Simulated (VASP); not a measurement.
# Te (P4/mmm) in VASP: a series of runs, part 2 of 3

VASP 6.6.1.

## Step 3: Single point, PBE

This run uses another cell than the first one, of 32.78 Å³/atom.

INCAR

```
SYSTEM = Te
ALGO     = Normal         ! electronic algorithm
EDIFF    = 1E-7           ! SCF threshold, eV
ENCUT    = 520            ! plane-wave cutoff, eV
GGA      = PE             ! functional
ISIF     = 2              ! what is computed and relaxed
ISMEAR   = 0              ! smearing method
LASPH    = .TRUE.         ! aspherical terms in the spheres
LCHARG   = .FALSE.        ! write CHGCAR
LREAL    = .FALSE.        ! projectors in reciprocal space
LWAVE    = .FALSE.        ! write WAVECAR
NBANDS   = 9              ! bands
NELM     = 80             ! most SCF steps
PREC     = Accurate       ! precision mode
SIGMA    = 0.1            ! smearing width, eV
```

KPOINTS

```
k-points
0
G
  16 16 18
  0 0 0
```

POSCAR

```
Te
1.0
    3.2139346505      0.0000000000      0.0000000000
    0.0000000000      3.2139346505      0.0000000000
    0.0000000000      0.0000000000      3.1735958339
Te
1
Direct
    0.5000000000      0.5000000000      0.5000000000
```

Potentials or basis: VASP PAW PBE potentials, release 64 (Te).

On the command line:

```sh
cat potpaw_PBE.64/Te/POTCAR > POTCAR
mpirun -np 1 vasp_std > vasp.out
```

OUTCAR:

```text
SYSTEM = Te
   EDIFF = 1E-7
   ENCUT = 520
   GGA = PE
   ISIF = 2
   ISMEAR = 0
   LASPH = .TRUE.
   LREAL = .FALSE.
   NELM = 80
   PREC = Accurate

 ion  position               nearest neighbor table
   1  0.500  0.500  0.500-

  LATTYP: Found a simple tetragonal cell.
 ALAT       =     3.2139346505
 C/A-ratio  =     0.9874487751

  Lattice vectors:

 A1 = (   3.2139346505,   0.0000000000,   0.0000000000)
 A2 = (   0.0000000000,   3.2139346505,   0.0000000000)
 A3 = (   0.0000000000,   0.0000000000,   3.1735958339)

Analysis of symmetry for initial positions (statically):
=====================================================================
 Subroutine PRICEL returns:
 Original cell was already a primitive cell.

 Routine SETGRP: Setting up the symmetry group for a
 simple tetragonal supercell.

 Subroutine GETGRP returns: Found 16 space group operations
 (whereof 16 operations were pure point group operations)
 out of a pool of 16 trial point group operations.

The static configuration has the point symmetry D_4h.

Analysis of symmetry for dynamics (positions and initial velocities):
=====================================================================
 Subroutine PRICEL returns:
 Original cell was already a primitive cell.

 Routine SETGRP: Setting up the symmetry group for a
 simple tetragonal supercell.

 Subroutine GETGRP returns: Found 16 space group operations
 (whereof 16 operations were pure point group operations)
 out of a pool of 16 trial point group operations.

The dynamic configuration has the point symmetry D_4h.

 Subroutine INISYM returns: Found 16 space group operations
 (whereof 16 operations are pure point group operations),
 and found     1 'primitive' translations

----------------------------------------------------------------------------------------

                                     Primitive cell

  volume of cell :      32.7813

  direct lattice vectors                    reciprocal lattice vectors
     3.213934651  0.000000000  0.000000000     0.311145094  0.000000000  0.000000000
     0.000000000  3.213934651  0.000000000     0.000000000  0.311145094  0.000000000
     0.000000000  0.000000000  3.173595834     0.000000000  0.000000000  0.315099985

  length of vectors
     3.213934651  3.213934651  3.173595834     0.311145094  0.311145094  0.315099985

  position of ions in fractional coordinates (direct lattice)
     0.500000000  0.500000000  0.500000000

  ion indices of the primitive-cell ions
   primitive index   ion index
                 1           1

----------------------------------------------------------------------------------------

 KPOINTS: k-points

Automatic generation of k-mesh.
 Grid dimensions read from file:
 generate k-points for:   16   16   18

 Generating k-lattice:

  Cartesian coordinates                     Fractional coordinates (reciprocal lattice)
     0.019446568  0.000000000  0.000000000     0.062500000  0.000000000  0.000000000
     0.000000000  0.019446568  0.000000000     0.000000000  0.062500000  0.000000000
     0.000000000  0.000000000  0.017505555     0.000000000  0.000000000  0.055555556

  Length of vectors
     0.019446568  0.019446568  0.017505555

  Shift w.r.t. Gamma in fractional coordinates (k-lattice)
     0.000000000  0.000000000  0.000000000

 Subroutine IBZKPT returns following result:
 ===========================================

 Found    450 irreducible k-points:

 Following reciprocal coordinates:
            Coordinates               Weight
  0.000000  0.000000  0.000000      1.000000
  0.062500  0.000000  0.000000      4.000000
  0.125000  0.000000  0.000000      4.000000
  0.187500  0.000000  0.000000      4.000000
  0.250000  0.000000  0.000000      4.000000
  0.312500  0.000000  0.000000      4.000000
[... 16 lines left out ...]
  0.437500  0.125000  0.000000      8.000000
  0.500000  0.125000  0.000000      4.000000
 [... further k-points ...]
   k-points           NKPTS =    450   k-points in BZ     NKDIM =    450   number of bands    NBANDS=      9
   number of dos      NEDOS =    301   number of ions     NIONS =      1
   total plane-waves  NPLWV =  13824
   dimension x,y,z NGX =    24 NGY =   24 NGZ =   24
   dimension x,y,z NGXF=    48 NGYF=   48 NGZF=   48
   ions per type =               1
   NGX,Y,Z   is equivalent  to a cutoff of  12.41, 12.41, 12.57 a.u.
   NGXF,Y,Z  is equivalent  to a cutoff of  24.83, 24.83, 25.14 a.u.
 SYSTEM =  Te
   PREC   = accura    normal or accurate (medium, high low for compatibility)
   ISTART =      0    job   : 0-new  1-cont  2-samecut
   ICHARG =      2    charge: 1-file 2-atom 10-const
   ISPIN  =      1    spin polarized calculation?
   LNONCOLLINEAR =      F non collinear calculations
   LSORBIT =      F    spin-orbit coupling
   LASPH  =      T    aspherical Exc in radial PAW
   ENCUT  =  520.0 eV  38.22 Ry    6.18 a.u.   5.98  5.98  5.90*2*pi/ulx,y,z
   NELM   =     80;   NELMIN=  2; NELMDL= -5     # of ELM steps
   EDIFF  = 0.1E-06   stopping-criterion for ELM
   LREAL  =      F    real-space projection
   EDIFFG = 0.1E-05   stopping-criterion for IOM
   NSW    =      0    number of steps for IOM
   IBRION =     -1    ionic relax: 0-MD 1-quasi-New 2-CG
   NFREE  =      0    steps in history (QN), initial steepest desc. (CG)
   ISIF   =      2    stress and relaxation
   ISYM   =      2    0-nonsym 1-usesym 2-fastsym
   POTIM  = 0.5000    time-step for ionic-motion
   TEBEG  =    0.0;   TEEND  =   0.0 temperature during run
   PSTRESS=    0.0 pullay stress
   NELECT =       6.0000    total number of electrons
   NUPDOWN=      -1.0000    fix difference up-down
   EMIN   =  10.00;   EMAX   =-10.00  energy-range for DOS
   EFERMI =   0.00;   METHOD = LEGACY
   ISMEAR =     0;   SIGMA  =   0.10  broadening in eV -4-tet -1-fermi 0-gaus
   EFERMI_NEDOS =   21; number of points for ismear=-14 and -15
   IALGO  =     38    algorithm
   IMIX   =      4    mixing-type and parameters
     AMIX     =   0.40;   BMIX     =  1.00
     AMIX_MAG =   1.60;   BMIX_MAG =  1.00
  volume/ion in A,a.u.               =      32.78       221.22
  Fermi-wavevector in a.u.,A,eV,Ry     =   0.929501  1.756503 11.755062  0.863973
  Thomas-Fermi vector in A             =   2.055791
   LORBIT       =      0    0 simple, 1 ext, 2 COOP (PROOUT), +10 PAW based schemes
   GGA     = PE    functional components
   LHFCALC =     F    Hartree Fock is set to
   AEXX    =    0.0000 exact exchange contribution
   IVDW    =     0    specifies the selected vdW correction
   LEPSILON=     F    determine dielectric tensor
   LRPA    =     F    only Hartree local field effects (RPA)
 non-spin polarized calculation
 Gauss-broadening in eV      SIGMA  =   0.10
  energy-cutoff  :      520.00
  volume of cell :       32.78
 maximum number of plane-waves:       912
 NGX is ok and might be reduce to    24
   NGX = 11   NGY = 11   NGZ = 11

 number of electron       6.0000001 magnetization

 Free energy of the ion-electron system (eV)
  ---------------------------------------------------
  ext. energy  EPLUGINS =         0.00000000
  ---------------------------------------------------
  free energy    TOTEN  =        -3.10134674 eV

  energy without entropy =       -3.09858719  energy(sigma->0) =       -3.09996696

 E-fermi :   6.3861     XC(G=0):  -9.2703

 val. band max:        6.3802340655   @ k =   0.1250   0.0625   0.2222
 cond. band min:       6.4133991766   @ k =   0.3125   0.1875   0.1667
 fundamental gap:      0.0331651111
 Fermi energy:         6.3860745898

 k-point     1 :       0.0000    0.0000    0.0000
  band No.  band energies     occupation
      1      -7.1814      2.00000
      2       7.4918      0.00000
      3       7.4918      0.00000
      4       7.7778      0.00000
      5      12.3938      0.00000
      6      12.4540      0.00000
      7      12.9407      0.00000
      8      23.6534      0.00000
      9      23.8823      0.00000

 k-point     2 :       0.0625    0.0000    0.0000
  band No.  band energies     occupation
      1      -7.1366      2.00000
      2       6.9549      0.00000
      3       7.5321      0.00000
      4       7.8181      0.00000
      5      12.4710      0.00000
      6      12.7973      0.00000
      7      13.2415      0.00000
      8      22.6741      0.00000
      9      22.9359      0.00000
[... 253 lines left out ...]
 k-point    24 :       0.5000    0.1250    0.0000
  band No.  band energies     occupation
      1      -5.3418      2.00000
      2       0.6667      2.00000
      3       7.2740      0.00000
      4       9.2487      0.00000
      5      13.6994      0.00000
      6      14.9945      0.00000
      7      17.0967      0.00000
      8      17.3236      0.00000
      9      17.3923      0.00000

 [... further k-points ...]
[... 5 lines left out ...]
  --------------------------------------------------------------------------------------
  -------------------------------------------------------------------------------------
  Total       -0.0077591     -0.0077591     -0.0094332      0.0000000     -0.0000000      0.0000000
  in kB       -0.3792264     -0.3792264     -0.4610444      0.0000000     -0.0000000      0.0000000
  external PRESSURE =      -0.4064991 kB  Pullay stress =       0.0000000 kB

 VOLUME and BASIS-vectors are now :
 -----------------------------------------------------------------------------
  energy-cutoff  :      520.00
  volume of cell :       32.78
      direct lattice vectors                 reciprocal lattice vectors
     3.213934651  0.000000000  0.000000000     0.311145094  0.000000000  0.000000000
     0.000000000  3.213934651  0.000000000     0.000000000  0.311145094  0.000000000
     0.000000000  0.000000000  3.173595834     0.000000000  0.000000000  0.315099985

 POSITION                                       TOTAL-FORCE (eV/Angst)
 -----------------------------------------------------------------------------------
      1.60697      1.60697      1.58680         0.000000      0.000000      0.000000
 -----------------------------------------------------------------------------------
    total drift:                               -0.000000     -0.000000     -0.000000

  FREE ENERGIE OF THE ION-ELECTRON SYSTEM (eV)
  ---------------------------------------------------
  free  energy   TOTEN  =        -3.1013467361 eV

  energy  without entropy=       -3.0985871888  energy(sigma->0) =       -3.09996696
```

Run time: 66 s. Hardware: 1 thread of Intel Xeon 8259CL, shared host; peak memory 0.24 GiB.

Results:

```
Free energy            : -3.1013 eV
Pressure               : 0.0 GPa
Band gap on the k mesh : zero (bands 3 and 4 overlap by 5.41 eV)
```

Levels at points of the mesh, in eV from the Fermi level:
```
           k point  band 1  band 2  band 3  band 4  band 5  band 6  band 7  band 8
(0.00, 0.00, 0.00)  -13.57    1.11    1.11    1.39    6.01    6.07    6.55   17.27
(0.50, 0.00, 0.00)  -11.91   -5.89    2.42    2.71    7.81    9.43    9.79   10.54
(0.50, 0.50, 0.00)  -10.21   -4.36   -4.36    2.21    3.97   10.88   12.57   12.57
(0.00, 0.00, 0.50)  -11.77   -5.96    2.53    2.53    7.86    9.40    9.63   10.51
(0.50, 0.00, 0.50)  -10.07   -4.45   -4.26    2.21    3.79   10.80   12.24   12.38
(0.50, 0.50, 0.50)   -8.28   -3.08   -2.87   -2.87    4.45    4.45    4.57    7.24
```

Caveat: spin-orbit coupling is left out, which moves the levels of the heavy elements.

[end of part 2 of 3]
